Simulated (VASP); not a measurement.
# KCl (I4/mmm) in VASP: further runs

The runs below take KCl through single point, with PBEsol.

Everything below comes from runs of VASP 6.6.1. Logs are shortened: lines on timing, memory, paths and dates and some standing lists are left out, and cuts for length are marked.

### 1 The cell of the first run

It takes space group I4/mmm (No. 139, tetragonal). Conventional cell: a = 4.463 Å, b = 4.463 Å, c = 6.060 Å, α = 90.00°, β = 90.00°, γ = 90.00°. Within 4.0 Å of K (site symmetry 4/mmm) lie 6 Cl at 3.03 to 3.16 Å. Within 4.0 Å of Cl (site symmetry 4/mmm) lie 6 K at 3.03 to 3.16 Å.

### 2 Single point, PBEsol (strain +0.000 along x and y, -0.040 along z)

INCAR

```
ALGO = Normal
EDIFF = 1E-6
ENCUT = 520
GGA = PS
ISIF = 2
ISMEAR = 0
LASPH = True
LCHARG = False
LREAL = False
LWAVE = False
NBANDS = 15
NELM = 80
PREC = Accurate
SIGMA = 0.05
```

KPOINTS

```
k-points
0
Gamma
  6 6 6
```

POSCAR

```
KCl
1.0
    0.0000000000      3.1561000000      3.0298560000
    3.1561000000      0.0000000000      3.0298560000
    3.1561000000      3.1561000000      0.0000000000
K Cl
1 1
Direct
    0.0000000000      0.0000000000      0.0000000000
    0.5000000000      0.5000000000      0.5000000000
```

Potentials or basis: VASP PAW PBE potentials, release 64 (K_sv, Cl).

On the command line:

```console
$ cat potpaw_PBE.64/K_sv/POTCAR potpaw_PBE.64/Cl/POTCAR > POTCAR
$ mpirun -np 1 vasp_std > vasp.out
```

OUTCAR:

```text
EDIFF = 1E-6
   ENCUT = 520
   GGA = PS
   ISIF = 2
   ISMEAR = 0
   LASPH = True
   LREAL = False
   NELM = 80
   PREC = Accurate

 ion  position               nearest neighbor table
   1  0.000  0.000  0.000-   2 3.03   2 3.03   2 3.16   2 3.16   2 3.16   2 3.16
   2  0.500  0.500  0.500-   1 3.03   1 3.03   1 3.16   1 3.16   1 3.16   1 3.16

  LATTYP: Found a body centered tetragonal cell.
 ALAT       =     4.4633994242
 C/A-ratio  =     1.3576450199

  Lattice vectors:

 A1 = (   0.0000000000,  -3.1561000000,  -3.0298560000)
 A2 = (   0.0000000000,   3.1561000000,  -3.0298560000)
 A3 = (   3.1561000000,   0.0000000000,   3.0298560000)

Analysis of symmetry for initial positions (statically):
=====================================================================
 Subroutine PRICEL returns:
 Original cell was already a primitive cell.

 Routine SETGRP: Setting up the symmetry group for a
 body centered tetragonal supercell.

 Subroutine GETGRP returns: Found 16 space group operations
 (whereof 16 operations were pure point group operations)
 out of a pool of 16 trial point group operations.

The static configuration has the point symmetry D_4h.

Analysis of symmetry for dynamics (positions and initial velocities):
=====================================================================
 Subroutine PRICEL returns:
 Original cell was already a primitive cell.

 Routine SETGRP: Setting up the symmetry group for a
 body centered tetragonal supercell.

 Subroutine GETGRP returns: Found 16 space group operations
 (whereof 16 operations were pure point group operations)
 out of a pool of 16 trial point group operations.

The dynamic configuration has the point symmetry D_4h.

 Subroutine INISYM returns: Found 16 space group operations
 (whereof 16 operations are pure point group operations),
 and found     1 'primitive' translations

----------------------------------------------------------------------------------------

                                     Primitive cell

  volume of cell :      60.3606

  direct lattice vectors                    reciprocal lattice vectors
     0.000000000  3.156100000  3.029856000    -0.158423371  0.158423371  0.165024344
     3.156100000  0.000000000  3.029856000     0.158423371 -0.158423371  0.165024344
     3.156100000  3.156100000  0.000000000     0.158423371  0.158423371 -0.165024344

  length of vectors
     4.375042239  4.375042239  4.463399424     0.278260603  0.278260603  0.278260603

  position of ions in fractional coordinates (direct lattice)
     0.000000000  0.000000000  0.000000000
     0.500000000  0.500000000  0.500000000

  ion indices of the primitive-cell ions
   primitive index   ion index
                 1           1
                 2           2

----------------------------------------------------------------------------------------

 KPOINTS: k-points

Automatic generation of k-mesh.
 Grid dimensions read from file:
 generate k-points for:    6    6    6

 Generating k-lattice:

  Cartesian coordinates                     Fractional coordinates (reciprocal lattice)
    -0.026403895  0.026403895  0.027504057     0.166666667 -0.000000000  0.000000000
     0.026403895 -0.026403895  0.027504057    -0.000000000  0.166666667  0.000000000
     0.026403895  0.026403895 -0.027504057     0.000000000  0.000000000  0.166666667

  Length of vectors
     0.046376767  0.046376767  0.046376767

  Shift w.r.t. Gamma in fractional coordinates (k-lattice)
     0.000000000  0.000000000  0.000000000

 Subroutine IBZKPT returns following result:
 ===========================================

 Found     30 irreducible k-points:

 Following reciprocal coordinates:
            Coordinates               Weight
  0.000000  0.000000  0.000000      1.000000
  0.166667 -0.000000  0.000000      8.000000
  0.333333 -0.000000  0.000000      8.000000
  0.500000 -0.000000  0.000000      4.000000
  0.166667  0.166667  0.000000      2.000000
  0.333333  0.166667  0.000000      8.000000
[... 16 lines left out ...]
  0.333333  0.000000  0.333333      4.000000
  0.500000  0.000000  0.333333     16.000000
 [... further k-points ...]
   k-points           NKPTS =     30   k-points in BZ     NKDIM =     30   number of bands    NBANDS=     15
   number of dos      NEDOS =    301   number of ions     NIONS =      2
   total plane-waves  NPLWV =  46656
   dimension x,y,z NGX =    36 NGY =   36 NGZ =   36
   dimension x,y,z NGXF=    72 NGYF=   72 NGZF=   72
   ions per type =               1   1
   NGX,Y,Z   is equivalent  to a cutoff of  13.68, 13.68, 13.41 a.u.
   NGXF,Y,Z  is equivalent  to a cutoff of  27.36, 27.36, 26.82 a.u.
 SYSTEM =  unknown system
   PREC   = accura    normal or accurate (medium, high low for compatibility)
   ISTART =      0    job   : 0-new  1-cont  2-samecut
   ICHARG =      2    charge: 1-file 2-atom 10-const
   ISPIN  =      1    spin polarized calculation?
   LNONCOLLINEAR =      F non collinear calculations
   LSORBIT =      F    spin-orbit coupling
   LASPH  =      T    aspherical Exc in radial PAW
   ENCUT  =  520.0 eV  38.22 Ry    6.18 a.u.   8.13  8.13  8.30*2*pi/ulx,y,z
   NELM   =     80;   NELMIN=  2; NELMDL= -5     # of ELM steps
   EDIFF  = 0.1E-05   stopping-criterion for ELM
   LREAL  =      F    real-space projection
   EDIFFG = 0.1E-04   stopping-criterion for IOM
   NSW    =      0    number of steps for IOM
   IBRION =     -1    ionic relax: 0-MD 1-quasi-New 2-CG
   NFREE  =      0    steps in history (QN), initial steepest desc. (CG)
   ISIF   =      2    stress and relaxation
   ISYM   =      2    0-nonsym 1-usesym 2-fastsym
   POTIM  = 0.5000    time-step for ionic-motion
   TEBEG  =    0.0;   TEEND  =   0.0 temperature during run
   PSTRESS=    0.0 pullay stress
   NELECT =      16.0000    total number of electrons
   NUPDOWN=      -1.0000    fix difference up-down
   EMIN   =  10.00;   EMAX   =-10.00  energy-range for DOS
   EFERMI =   0.00;   METHOD = LEGACY
   ISMEAR =     0;   SIGMA  =   0.05  broadening in eV -4-tet -1-fermi 0-gaus
   EFERMI_NEDOS =   21; number of points for ismear=-14 and -15
   IALGO  =     38    algorithm
   IMIX   =      4    mixing-type and parameters
     AMIX     =   0.40;   BMIX     =  1.00
     AMIX_MAG =   1.60;   BMIX_MAG =  1.00
  volume/ion in A,a.u.               =      30.18       203.67
  Fermi-wavevector in a.u.,A,eV,Ry     =   1.051632  1.987296 15.047080  1.105929
  Thomas-Fermi vector in A             =   2.186682
   LORBIT       =      0    0 simple, 1 ext, 2 COOP (PROOUT), +10 PAW based schemes
   GGA     = PS    functional components
   LHFCALC =     F    Hartree Fock is set to
   AEXX    =    0.0000 exact exchange contribution
   IVDW    =     0    specifies the selected vdW correction
   LEPSILON=     F    determine dielectric tensor
   LRPA    =     F    only Hartree local field effects (RPA)
 non-spin polarized calculation
 Gauss-broadening in eV      SIGMA  =   0.05
  energy-cutoff  :      520.00
  volume of cell :       60.36
 maximum number of plane-waves:      1642
 NGX is ok and might be reduce to    36
   NGX = 17   NGY = 17   NGZ = 17

 number of electron      16.0000002 magnetization

 Free energy of the ion-electron system (eV)
  ---------------------------------------------------
  ext. energy  EPLUGINS =         0.00000000
  ---------------------------------------------------
  free energy    TOTEN  =        -7.01388870 eV

  energy without entropy =       -7.01388870  energy(sigma->0) =       -7.01388870

 E-fermi :  -1.4571     XC(G=0):  -7.8552

 val. band max:       -1.7522223277   @ k =   0.0000   0.0000   0.0000
 cond. band min:       3.3397928699   @ k =   0.0000   0.0000   0.0000
 fundamental gap:      5.0920151975
 Fermi energy:        -1.4570590431

 k-point     1 :       0.0000    0.0000    0.0000
  band No.  band energies     occupation
      1     -28.7428      2.00000
      2     -13.9089      2.00000
      3     -12.2764      2.00000
      4     -12.2694      2.00000
      5     -12.2694      2.00000
      6      -1.7895      2.00000
      7      -1.7895      2.00000
      8      -1.7522      2.00000
      9       3.3398      0.00000
     10       6.4390      0.00000
     11       6.4390      0.00000
     12       6.7165      0.00000
     13       7.3305      0.00000
     14       7.5479      0.00000
     15      11.0839      0.00000

 k-point     2 :       0.1667   -0.0000    0.0000
  band No.  band energies     occupation
      1     -28.7395      2.00000
      2     -13.9653      2.00000
      3     -12.2742      2.00000
      4     -12.2739      2.00000
      5     -12.2002      2.00000
      6      -2.1215      2.00000
      7      -1.8829      2.00000
      8      -1.8650      2.00000
      9       3.9992      0.00000
     10       6.3376      0.00000
     11       6.8081      0.00000
     12       6.9816      0.00000
     13       7.7161      0.00000
     14       7.9608      0.00000
     15      12.0764      0.00000

 k-point     3 :       0.3333   -0.0000    0.0000
  band No.  band energies     occupation
      1     -28.7329      2.00000
      2     -14.0663      2.00000
      3     -12.2829      2.00000
      4     -12.2767      2.00000
      5     -12.0654      2.00000
      6      -2.6834      2.00000
      7      -2.0587      2.00000
      8      -2.0531      2.00000
      9       5.2284      0.00000
     10       6.4427      0.00000
     11       7.8077      0.00000
     12       7.9246      0.00000
     13       8.6855      0.00000
     14       9.0004      0.00000
     15      11.1569      0.00000
[... 343 lines left out ...]
 k-point    23 :       0.3333    0.0000    0.3333
  band No.  band energies     occupation
      1     -28.7306      2.00000
      2     -13.8979      2.00000
      3     -12.3289      2.00000
      4     -12.3090      2.00000
      5     -12.2868      2.00000
      6      -2.5390      2.00000
      7      -1.9578      2.00000
      8      -1.9408      2.00000
      9       4.9390      0.00000
     10       5.5865      0.00000
     11       8.1716      0.00000
     12       8.7561      0.00000
     13       8.9542      0.00000
     14       9.0809      0.00000
     15      10.0369      0.00000

 k-point    24 :       0.5000    0.0000    0.3333
  band No.  band energies     occupation
      1     -28.7274      2.00000
      2     -13.8914      2.00000
      3     -12.3873      2.00000
      4     -12.3189      2.00000
      5     -12.2531      2.00000
      6      -2.5069      2.00000
      7      -2.1539      2.00000
      8      -2.0301      2.00000
      9       5.0748      0.00000
     10       6.5986      0.00000
     11       8.0687      0.00000
     12       8.7134      0.00000
     13       8.8786      0.00000
     14       9.6664      0.00000
     15      10.1158      0.00000

 [... further k-points ...]

------------------------ aborting loop because EDIFF is reached ----------------------------------------

  FORCE on cell =-STRESS in cart. coord.  units (eV):
  Direction    XX          YY          ZZ          XY          YZ          ZX
  --------------------------------------------------------------------------------------
  -------------------------------------------------------------------------------------
  Total       -0.1078941     -0.1078941      0.5585014      0.0000000      0.0000000      0.0000000
  in kB       -2.8638809     -2.8638809     14.8245454      0.0000000      0.0000000      0.0000000
  external PRESSURE =       3.0322612 kB  Pullay stress =       0.0000000 kB

 VOLUME and BASIS-vectors are now :
 -----------------------------------------------------------------------------
  energy-cutoff  :      520.00
  volume of cell :       60.36
      direct lattice vectors                 reciprocal lattice vectors
     0.000000000  3.156100000  3.029856000    -0.158423371  0.158423371  0.165024344
     3.156100000  0.000000000  3.029856000     0.158423371 -0.158423371  0.165024344
     3.156100000  3.156100000  0.000000000     0.158423371  0.158423371 -0.165024344

 POSITION                                       TOTAL-FORCE (eV/Angst)
 -----------------------------------------------------------------------------------
      0.00000      0.00000      0.00000         0.000000      0.000000     -0.000000
      3.15610      3.15610      3.02986         0.000000      0.000000      0.000000
 -----------------------------------------------------------------------------------
    total drift:                                0.000000      0.000000      0.000000

  FREE ENERGIE OF THE ION-ELECTRON SYSTEM (eV)
  ---------------------------------------------------
  free  energy   TOTEN  =        -7.0138886955 eV

  energy  without entropy=       -7.0138886955  energy(sigma->0) =       -7.01388870
```

Wall time 13 s (1 thread of Intel Xeon 6975P-C (Granite Rapids), shared host); peak memory 0.2 GiB.

What came out:

| Quantity | Value |
| --- | --- |
| Free energy | -7.0139 eV |
| Pressure | 0.3 GPa |
| Band gap on the k mesh | 5.09 eV, direct |

Stress tensor (GPa, compression positive):
```
-0.29  0.00  0.00
 0.00 -0.29  0.00
 0.00  0.00  1.48
```

Levels at points of the mesh, in eV from the valence-band top:
```csv
k point,band 5,band 6,band 7,band 8,band 9,band 10,band 11,band 12
"(0.00, 0.00, 0.00)",-10.52,-0.04,-0.04,0.00,5.09,8.19,8.19,8.47
"(0.50, 0.00, 0.00)",-10.25,-1.17,-0.39,-0.39,7.48,8.57,10.53,10.59
"(0.50, 0.50, 0.00)",-10.59,-0.67,-0.30,-0.30,6.30,8.39,10.22,10.30
"(0.50, 0.00, 0.50)",-10.57,-0.75,-0.25,-0.23,6.36,8.32,9.97,10.20
```

Caveat: the cell differs from its parent crystal (strain +0.000 along x and y, -0.040 along z); the PAW data sets were made with another functional, which shifts forces and pressure a little.

### 3 Single point, PBEsol (strain -0.040 along x and y, +0.040 along z)

INCAR

```
SYSTEM = KCl
ALGO = Normal
EDIFF = 1E-6
ENCUT = 520
GGA = PS
ISIF = 2
ISMEAR = 0
LASPH = .TRUE.
LCHARG = .FALSE.
LREAL = .FALSE.
LWAVE = .FALSE.
NBANDS = 15
NELM = 80
PREC = Accurate
SIGMA = 0.05
```

KPOINTS

```
k-points
0
G
  6 6 6
  0 0 0
```

POSCAR

```
KCl
1.0
    0.0000000000      3.0298560000      3.2823440000
    3.0298560000      0.0000000000      3.2823440000
    3.0298560000      3.0298560000      0.0000000000
K Cl
1 1
Direct
    0.0000000000      0.0000000000      0.0000000000
    0.5000000000      0.5000000000      0.5000000000
```

Potentials or basis: VASP PAW PBE potentials, release 64 (K_sv, Cl).

On the command line:

```console
$ cat potpaw_PBE.64/K_sv/POTCAR potpaw_PBE.64/Cl/POTCAR > POTCAR
$ mpirun -np 1 vasp_std > vasp.out
```

Run time: 22 s. Hardware: 1 thread of Intel Xeon Platinum 8488C (Sapphire Rapids), shared host; peak memory 0.19 GiB.

It converged, with:

```
Free energy            : -6.9934 eV
Pressure               : 0.6 GPa
Band gap on the k mesh : 5.08 eV, direct
```

Stress tensor (GPa, compression positive):
```
 1.52  0.00  0.00
 0.00  1.52  0.00
 0.00  0.00 -1.26
```

Levels at points of the mesh, in eV from the valence-band top:
| k point | band 4 | band 5 | band 6 | band 7 | band 8 | band 9 | band 10 | band 11 | band 12 | band 13 |
| --- | --- | --- | --- | --- | --- | --- | --- | --- | --- | --- |
| (0.00, 0.00, 0.00) | -10.51 | -10.51 | -0.06 | 0.00 | 0.00 | 5.08 | 7.94 | 8.48 | 8.48 | 9.06 |
| (0.50, 0.00, 0.00) | -10.50 | -10.21 | -1.18 | -0.40 | -0.39 | 7.48 | 8.56 | 10.53 | 10.64 | 11.11 |
| (0.50, 0.50, 0.00) | -10.56 | -10.56 | -0.80 | -0.19 | -0.19 | 6.41 | 8.33 | 9.74 | 10.11 | 10.72 |
| (0.50, 0.00, 0.50) | -10.60 | -10.56 | -0.67 | -0.29 | -0.29 | 6.32 | 8.38 | 10.21 | 10.34 | 10.73 |

Caveat: the cell differs from its parent crystal (strain -0.040 along x and y, +0.040 along z); the PAW data sets were made with another functional, which shifts forces and pressure a little.

### 4 Single point, PBEsol (strain -0.040 along x and y, +0.080 along z)

INCAR

```
SYSTEM = KCl
ALGO = Normal ; EDIFF = 1E-6
ENCUT = 520 ; GGA = PS
ISIF = 2 ; ISMEAR = 0
LASPH = .True. ; LCHARG = .True.
LELF = .True. ; LREAL = .False.
LVHAR = .True. ; LWAVE = .False.
NBANDS = 15 ; NELM = 80
PREC = Accurate ; SIGMA = 0.05
```

KPOINTS

```
k-points
0
Gamma
  6 6 6
  0 0 0
```

POSCAR

```
KCl
1.0
    0.0000000000      3.0298560000      3.4085880000
    3.0298560000      0.0000000000      3.4085880000
    3.0298560000      3.0298560000      0.0000000000
K Cl
1 1
Direct
    0.0000000000      0.0000000000      0.0000000000
    0.5000000000      0.5000000000      0.5000000000
```

On the command line:

```console
$ cat potpaw_PBE.64/K_sv/POTCAR potpaw_PBE.64/Cl/POTCAR > POTCAR
$ mpirun -np 1 vasp_std > vasp.out
```

Wall time 23 s (1 thread of Intel Xeon Platinum 8488C (Sapphire Rapids), shared host); peak memory 0.2 GiB.

Results (log left out):

```
Free energy            : -6.9710 eV
Pressure               : 0.2 GPa
Band gap on the k mesh : 4.95 eV, direct
```

Stress tensor (GPa, compression positive):
```
 1.27  0.00  0.00
 0.00  1.27  0.00
 0.00  0.00 -1.85
```

Levels at points of the mesh, in eV from the valence-band top:
| k point | band 5 | band 6 | band 7 | band 8 | band 9 | band 10 | band 11 | band 12 |
| --- | --- | --- | --- | --- | --- | --- | --- | --- |
| (0.00, 0.00, 0.00) | -10.58 | -0.07 | 0.00 | 0.00 | 4.95 | 7.79 | 8.56 | 8.56 |
| (0.50, 0.00, 0.00) | -10.28 | -1.13 | -0.38 | -0.38 | 7.37 | 8.38 | 10.42 | 10.58 |
| (0.50, 0.50, 0.00) | -10.62 | -0.79 | -0.16 | -0.16 | 6.48 | 8.16 | 9.34 | 10.00 |
| (0.50, 0.00, 0.50) | -10.63 | -0.63 | -0.30 | -0.27 | 6.36 | 8.24 | 10.06 | 10.33 |

Caveat: the cell differs from its parent crystal (strain -0.040 along x and y, +0.080 along z); the PAW data sets were made with another functional, which shifts forces and pressure a little.

[end of part 1 of 2]
